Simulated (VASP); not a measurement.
# W in VASP: notebook

Runs on W. Level: PBE. Tasks: single point.

All numbers are computed with VASP 6.6.1; they aren't measurements. Logs are shortened: lines on timing, memory, paths and dates and some standing lists are left out, and cuts for length are marked.

## Step 1: The cell of the first run

The typed cell holds 1 atom: a = 3.215 Å, b = 2.784 Å, c = 2.785 Å, α = 70.53°, β = 54.73°, γ = 54.74°.

## Step 2: Single point, PBE (volume scaled by 1.03, then relaxed in part)

The input, INCAR:

```
SYSTEM = W
ALGO     = Fast           ! electronic algorithm
EDIFF    = 1E-6           ! SCF threshold, eV
ENCUT    = 520            ! plane-wave cutoff, eV
GGA      = PE             ! functional
ISIF     = 2              ! what is computed and relaxed
ISMEAR   = 0              ! smearing method
LASPH    = .TRUE.         ! aspherical terms in the spheres
LCHARG   = .FALSE.        ! write CHGCAR
LREAL    = .FALSE.        ! projectors in reciprocal space
LWAVE    = .FALSE.        ! write WAVECAR
NBANDS   = 13             ! bands
NELM     = 60             ! most SCF steps
PREC     = Accurate       ! precision mode
SIGMA    = 0.1            ! smearing width, eV
```

The input, KPOINTS:

```
k-points
0
G
  24 24 24
  0 0 0
```

The input, POSCAR:

```
W
1.0
    0.0000000000      2.2736291341      2.2734441187
    1.6075992152      0.0000000000      2.2734441187
    1.6075992152      2.2736291341      0.0000000000
W
1
Direct
    0.0000000000      0.0000000000      0.0000000000
```

Potentials or basis: VASP PAW PBE potentials, release 64 (W_sv).

The run is started by

```
$ cat potpaw_PBE.64/W_sv/POTCAR > POTCAR
$ mpirun -np 1 vasp_std > vasp.out
```

OUTCAR:

```text
SYSTEM = W
   EDIFF = 1E-6
   ENCUT = 520
   GGA = PE
   ISIF = 2
   ISMEAR = 0
   LASPH = .TRUE.
   LREAL = .FALSE.
   NELM = 60
   PREC = Accurate

 ion  position               nearest neighbor table
   1  0.000  0.000  0.000-

  LATTYP: Found a face centered orthorhombic cell.
 ALAT       =     3.2151984304
 B/A-ratio  =     1.4141858849
 C/A-ratio  =     1.4143009729

  Lattice vectors:

 A1 = (   0.0000000000,   2.2736291341,  -2.2734441187)
 A2 = (   1.6075992152,   2.2736291341,   0.0000000000)
 A3 = (   1.6075992152,   0.0000000000,  -2.2734441187)

Analysis of symmetry for initial positions (statically):
=====================================================================
 Subroutine PRICEL returns:
 Original cell was already a primitive cell.

 Routine SETGRP: Setting up the symmetry group for a
 face centered orthorhombic supercell.

 Subroutine GETGRP returns: Found  8 space group operations
 (whereof  8 operations were pure point group operations)
 out of a pool of  8 trial point group operations.

The static configuration has the point symmetry D_2h.

Analysis of symmetry for dynamics (positions and initial velocities):
=====================================================================
 Subroutine PRICEL returns:
 Original cell was already a primitive cell.

 Routine SETGRP: Setting up the symmetry group for a
 face centered orthorhombic supercell.

 Subroutine GETGRP returns: Found  8 space group operations
 (whereof  8 operations were pure point group operations)
 out of a pool of  8 trial point group operations.

The dynamic configuration has the point symmetry D_2h.

 Subroutine INISYM returns: Found  8 space group operations
 (whereof  8 operations are pure point group operations),
 and found     1 'primitive' translations

----------------------------------------------------------------------------------------

                                     Primitive cell

  volume of cell :      16.6193

  direct lattice vectors                    reciprocal lattice vectors
     0.000000000  2.273629134  2.273444119    -0.311022794  0.219912734  0.219930631
     1.607599215  0.000000000  2.273444119     0.311022794 -0.219912734  0.219930631
     1.607599215  2.273629134  0.000000000     0.311022794  0.219912734 -0.219930631

  length of vectors
     3.215266334  2.784407190  2.784558255     0.439848010  0.439848010  0.439848010

  position of ions in fractional coordinates (direct lattice)
     0.000000000  0.000000000  0.000000000

  ion indices of the primitive-cell ions
   primitive index   ion index
                 1           1

----------------------------------------------------------------------------------------

 KPOINTS: k-points

Automatic generation of k-mesh.
 Grid dimensions read from file:
 generate k-points for:   24   24   24

 Generating k-lattice:

  Cartesian coordinates                     Fractional coordinates (reciprocal lattice)
    -0.012959283  0.009163031  0.009163776     0.041666667  0.000000000  0.000000000
     0.012959283 -0.009163031  0.009163776     0.000000000  0.041666667  0.000000000
     0.012959283  0.009163031 -0.009163776     0.000000000  0.000000000  0.041666667

  Length of vectors
     0.018327000  0.018327000  0.018327000

  Shift w.r.t. Gamma in fractional coordinates (k-lattice)
     0.000000000  0.000000000  0.000000000

 Subroutine IBZKPT returns following result:
 ===========================================

 Found   1963 irreducible k-points:

 Following reciprocal coordinates:
            Coordinates               Weight
  0.000000  0.000000  0.000000      1.000000
  0.041667  0.000000  0.000000      8.000000
  0.083333 -0.000000 -0.000000      8.000000
  0.125000  0.000000  0.000000      8.000000
  0.166667  0.000000  0.000000      8.000000
  0.208333 -0.000000  0.000000      8.000000
[... 16 lines left out ...]
  0.416667  0.041667 -0.000000      8.000000
  0.458333  0.041667  0.000000      8.000000
 [... further k-points ...]
   k-points           NKPTS =   1963   k-points in BZ     NKDIM =   1963   number of bands    NBANDS=     13
   number of dos      NEDOS =    301   number of ions     NIONS =      1
   total plane-waves  NPLWV =  13824
   dimension x,y,z NGX =    24 NGY =   24 NGZ =   24
   dimension x,y,z NGXF=    48 NGYF=   48 NGZF=   48
   ions per type =               1
   NGX,Y,Z   is equivalent  to a cutoff of  12.41, 14.33, 14.33 a.u.
   NGXF,Y,Z  is equivalent  to a cutoff of  24.82, 28.66, 28.66 a.u.
 SYSTEM =  W
   PREC   = accura    normal or accurate (medium, high low for compatibility)
   ISTART =      0    job   : 0-new  1-cont  2-samecut
   ICHARG =      2    charge: 1-file 2-atom 10-const
   ISPIN  =      1    spin polarized calculation?
   LNONCOLLINEAR =      F non collinear calculations
   LSORBIT =      F    spin-orbit coupling
   LASPH  =      T    aspherical Exc in radial PAW
   ENCUT  =  520.0 eV  38.22 Ry    6.18 a.u.   5.98  5.18  5.18*2*pi/ulx,y,z
   NELM   =     60;   NELMIN=  2; NELMDL= -5     # of ELM steps
   EDIFF  = 0.1E-05   stopping-criterion for ELM
   LREAL  =      F    real-space projection
   EDIFFG = 0.1E-04   stopping-criterion for IOM
   NSW    =      0    number of steps for IOM
   IBRION =     -1    ionic relax: 0-MD 1-quasi-New 2-CG
   NFREE  =      0    steps in history (QN), initial steepest desc. (CG)
   ISIF   =      2    stress and relaxation
   ISYM   =      2    0-nonsym 1-usesym 2-fastsym
   POTIM  = 0.5000    time-step for ionic-motion
   TEBEG  =    0.0;   TEEND  =   0.0 temperature during run
   PSTRESS=    0.0 pullay stress
   NELECT =      14.0000    total number of electrons
   NUPDOWN=      -1.0000    fix difference up-down
   EMIN   =  10.00;   EMAX   =-10.00  energy-range for DOS
   EFERMI =   0.00;   METHOD = LEGACY
   ISMEAR =     0;   SIGMA  =   0.10  broadening in eV -4-tet -1-fermi 0-gaus
   EFERMI_NEDOS =   21; number of points for ismear=-14 and -15
   IALGO  =     68    algorithm
   IMIX   =      4    mixing-type and parameters
     AMIX     =   0.40;   BMIX     =  1.00
     AMIX_MAG =   1.60;   BMIX_MAG =  1.00
  volume/ion in A,a.u.               =      16.62       112.15
  Fermi-wavevector in a.u.,A,eV,Ry     =   1.546133  2.921768 32.525112  2.390528
  Thomas-Fermi vector in A             =   2.651413
   LORBIT       =      0    0 simple, 1 ext, 2 COOP (PROOUT), +10 PAW based schemes
   GGA     = PE    functional components
   LHFCALC =     F    Hartree Fock is set to
   AEXX    =    0.0000 exact exchange contribution
   IVDW    =     0    specifies the selected vdW correction
   LEPSILON=     F    determine dielectric tensor
   LRPA    =     F    only Hartree local field effects (RPA)
 non-spin polarized calculation
 RMM-DIIS sequential band-by-band and
 Gauss-broadening in eV      SIGMA  =   0.10
  energy-cutoff  :      520.00
  volume of cell :       16.62
 maximum number of plane-waves:       468
   NGX = 11   NGY = 11   NGZ = 11

 number of electron      14.0000000 magnetization

 Free energy of the ion-electron system (eV)
  ---------------------------------------------------
  ext. energy  EPLUGINS =         0.00000000
  ---------------------------------------------------
  free energy    TOTEN  =       -12.94571210 eV

  energy without entropy =      -12.94387017  energy(sigma->0) =      -12.94479113

 E-fermi :  10.7974     XC(G=0): -13.3754

 val. band max:       10.7915318203   @ k =   0.4583   0.5000   0.0417
 cond. band min:      10.8037575834   @ k =  -0.2917   0.2083   0.5000
 fundamental gap:      0.0122257630
 Fermi energy:        10.7974254866

 k-point     1 :       0.0000    0.0000    0.0000
  band No.  band energies     occupation
      1     -63.4820      2.00000
      2     -27.1080      2.00000
      3     -27.1078      2.00000
      4     -27.1077      2.00000
      5       1.3982      2.00000
      6       9.6153      2.00000
      7       9.6157      2.00000
      8       9.6166      2.00000
      9      12.9182      0.00000
     10      12.9186      0.00000
     11      25.1777      0.00000
     12      25.1789      0.00000
     13      25.1792      0.00000

 k-point     2 :       0.0417    0.0000    0.0000
  band No.  band energies     occupation
      1     -63.4802      2.00000
      2     -27.1280      2.00000
      3     -27.1142      2.00000
      4     -27.1079      2.00000
      5       1.4781      2.00000
      6       9.5675      2.00000
      7       9.6060      2.00000
      8       9.6921      2.00000
      9      12.8398      0.00000
     10      12.9188      0.00000
     11      25.2467      0.00000
     12      25.3147      0.00000
     13      25.3709      0.00000

 k-point     3 :       0.0833   -0.0000   -0.0000
  band No.  band energies     occupation
      1     -63.4749      2.00000
      2     -27.1867      2.00000
      3     -27.1328      2.00000
      4     -27.1081      2.00000
      5       1.7133      2.00000
      6       9.4291      2.00000
      7       9.5676      2.00000
      8       9.9196      2.00000
      9      12.6425      0.00000
     10      12.9226      0.00000
     11      25.4320      0.00000
     12      25.7164      0.00000
     13      25.8976      0.00000
[... 305 lines left out ...]
 k-point    23 :       0.4167    0.0417   -0.0000
  band No.  band energies     occupation
      1     -63.3843      2.00000
      2     -28.0972      2.00000
      3     -27.4370      2.00000
      4     -27.1199      2.00000
      5       4.8407      2.00000
      6       7.6189      2.00000
      7      10.0310      2.00000
      8      12.8058      0.00000
      9      13.5776      0.00000
     10      15.3862      0.00000
     11      22.4231      0.00000
     12      23.0146      0.00000
     13      28.5860      0.00000

 k-point    24 :       0.4583    0.0417    0.0000
  band No.  band energies     occupation
      1     -63.3772      2.00000
      2     -28.1633      2.00000
      3     -27.4607      2.00000
      4     -27.1203      2.00000
      5       4.8606      2.00000
      6       7.5037      2.00000
      7      10.6461      1.96770
      8      12.8274      0.00000
      9      13.7016      0.00000
     10      16.1111      0.00000
     11      21.5728      0.00000
     12      22.5254      0.00000
     13      27.5512      0.00000

 [... further k-points ...]
[... 5 lines left out ...]
  --------------------------------------------------------------------------------------
  -------------------------------------------------------------------------------------
  Total       -0.8357849     -0.8375950     -0.8352911      0.0000000      0.0000000      0.0000000
  in kB      -80.5737224    -80.7482229    -80.5261194      0.0000000      0.0000000      0.0000000
  external PRESSURE =     -80.6160216 kB  Pullay stress =       0.0000000 kB

 VOLUME and BASIS-vectors are now :
 -----------------------------------------------------------------------------
  energy-cutoff  :      520.00
  volume of cell :       16.62
      direct lattice vectors                 reciprocal lattice vectors
     0.000000000  2.273629134  2.273444119    -0.311022794  0.219912734  0.219930631
     1.607599215  0.000000000  2.273444119     0.311022794 -0.219912734  0.219930631
     1.607599215  2.273629134  0.000000000     0.311022794  0.219912734 -0.219930631

 POSITION                                       TOTAL-FORCE (eV/Angst)
 -----------------------------------------------------------------------------------
      0.00000      0.00000      0.00000        -0.000000      0.000000      0.000000
 -----------------------------------------------------------------------------------
    total drift:                               -0.000000      0.000000      0.000000

  FREE ENERGIE OF THE ION-ELECTRON SYSTEM (eV)
  ---------------------------------------------------
  free  energy   TOTEN  =       -12.9457120998 eV

  energy  without entropy=      -12.9438701694  energy(sigma->0) =      -12.94479113
```

It took 2.2 min on 1 thread of Intel Xeon 6975P-C (Granite Rapids), shared host; peak memory 0.49 GiB.

Results:

```
Free energy            : -12.9457 eV
Pressure               : -8.1 GPa
Band gap on the k mesh : zero (band 7 reaches 15.60 eV, above the bottom of band 8 at 9.62 eV)
```

Caveat: spin-orbit coupling is left out, which moves the levels of the heavy elements.

## Step 3: Single point, PBE (volume scaled by 1.06, then relaxed in part)

The input, INCAR:

```
ALGO     = Fast           # electronic algorithm
EDIFF    = 1E-6           # SCF threshold, eV
ENCUT    = 520            # plane-wave cutoff, eV
GGA      = PE             # functional
ISIF     = 2              # what is computed and relaxed
ISMEAR   = 0              # smearing method
LASPH    = T              # aspherical terms in the spheres
LCHARG   = F              # write CHGCAR
LREAL    = F              # projectors in reciprocal space
LWAVE    = F              # write WAVECAR
NBANDS   = 13             # bands
NELM     = 100            # most SCF steps
PREC     = Accurate       # precision mode
SIGMA    = 0.1            # smearing width, eV
```

The input, KPOINTS:

```
k-points
0
Gamma
  24 24 24
```

The input, POSCAR:

```
W
1.0
    0.0000000000      2.2954922939      2.2953054994
    1.6230578483      0.0000000000      2.2953054994
    1.6230578483      2.2954922939      0.0000000000
W
1
Direct
    0.0000000000      0.0000000000      0.0000000000
```

Potentials or basis: VASP PAW PBE potentials, release 64 (W_sv).

The run is started by

```
$ cat potpaw_PBE.64/W_sv/POTCAR > POTCAR
$ mpirun -np 1 vasp_std > vasp.out
```

Run time: 2.4 min. Hardware: 1 thread of Intel Xeon 6975P-C (Granite Rapids), shared host; peak memory 0.49 GiB.

It converged, with:

- Free energy: -12.9104 eV
- Pressure: -15.4 GPa
- Band gap on the k mesh: zero (band 7 reaches 15.01 eV, above the bottom of band 8 at 9.26 eV)

Levels at points of the mesh, in eV from the Fermi level:
| k point | band 4 | band 5 | band 6 | band 7 | band 8 | band 9 | band 10 | band 11 |
| --- | --- | --- | --- | --- | --- | --- | --- | --- |
| (0.00, 0.00, 0.00) | -37.98 | -9.23 | -1.14 | -1.14 | -1.14 | 2.06 | 2.06 | 14.31 |
| (0.50, 0.00, 0.00) | -37.98 | -5.82 | -3.24 | 0.43 | 1.91 | 2.80 | 5.47 | 9.87 |
| (0.50, 0.50, 0.00) | -37.98 | -5.82 | -3.24 | 0.43 | 1.91 | 2.80 | 5.47 | 9.87 |
| (0.50, 0.00, 0.50) | -37.98 | -5.82 | -3.24 | 0.43 | 1.91 | 2.80 | 5.47 | 9.87 |
| (0.00, 0.50, 0.50) | -38.69 | -5.27 | -5.27 | 4.61 | 4.61 | 4.61 | 7.64 | 7.64 |

Caveat: spin-orbit coupling is left out, which moves the levels of the heavy elements.

## Step 4: Single point, PBE (volume scaled by 1.10, then relaxed in part)

The input, INCAR:

```
PREC = Accurate
ENCUT = 520
EDIFF = 1E-6
ISMEAR = 0
SIGMA = 0.1
LREAL = F
LASPH = T
NELM = 60
ALGO = Fast
ISIF = 2
LWAVE = F
LCHARG = F
GGA = PE
NBANDS = 13
```

The input, KPOINTS:

```
regular mesh
0
Gamma
  24 24 24
```

The input, POSCAR:

```
W
1.0
    0.0000000000      2.3240106421      2.3238215270
    1.6432221194      0.0000000000      2.3238215270
    1.6432221194      2.3240106421      0.0000000000
W
1
Direct
    0.0000000000      0.0000000000      0.0000000000
```

The run is started by

```
$ cat potpaw_PBE.64/W_sv/POTCAR > POTCAR
$ mpirun -np 1 vasp_std > vasp.out
```

It took 2.4 min on 1 thread of Intel Xeon 6975P-C (Granite Rapids), shared host; peak memory 0.5 GiB.

The run converged. Its results:

* Free energy: -12.8321 eV
* Pressure: -23.4 GPa
* Band gap on the k mesh: zero (band 7 reaches 14.26 eV, above the bottom of band 8 at 8.82 eV)

Levels at points of the mesh, in eV from the Fermi level:
```
           k point  band 5  band 6  band 7  band 8  band 9  band 10
(0.00, 0.00, 0.00)   -9.02   -1.08   -1.08   -1.08    1.97     1.97
(0.50, 0.00, 0.00)   -5.60   -3.09    0.34    1.81    2.65     5.17
(0.50, 0.50, 0.00)   -5.60   -3.09    0.34    1.81    2.65     5.17
(0.50, 0.00, 0.50)   -5.60   -3.09    0.34    1.81    2.65     5.17
(0.00, 0.50, 0.50)   -5.01   -5.01    4.36    4.36    4.36     7.38
```

Caveat: spin-orbit coupling is left out, which moves the levels of the heavy elements.

## Step 5: The runs side by side

| cell | gap on the mesh (eV) | pressure (GPa) |
| --- | --- | --- |
| a = 3.215, b = 2.784, c = 2.785 Å, angles 70.5, 54.7, 54.7°, 1 atom | none | -8.1 |
| a = 3.246, b = 2.811, c = 2.811 Å, angles 70.5, 54.7, 54.7°, 1 atom | none | -15.4 |
| a = 3.287, b = 2.846, c = 2.846 Å, angles 70.5, 54.7, 54.7°, 1 atom | none | -23.4 |

Alike in all rows: task single point; level PBE; potentials or basis VASP PAW PBE potentials, release 64 (W_sv); no spin polarisation; k mesh 24 × 24 × 24; cutoff (eV) 520; smearing gaussian 0.1 eV.

Caveats: spin-orbit coupling is left out, which moves the levels of the heavy elements.

Absolute energies hang on the potentials; compare differences alone.
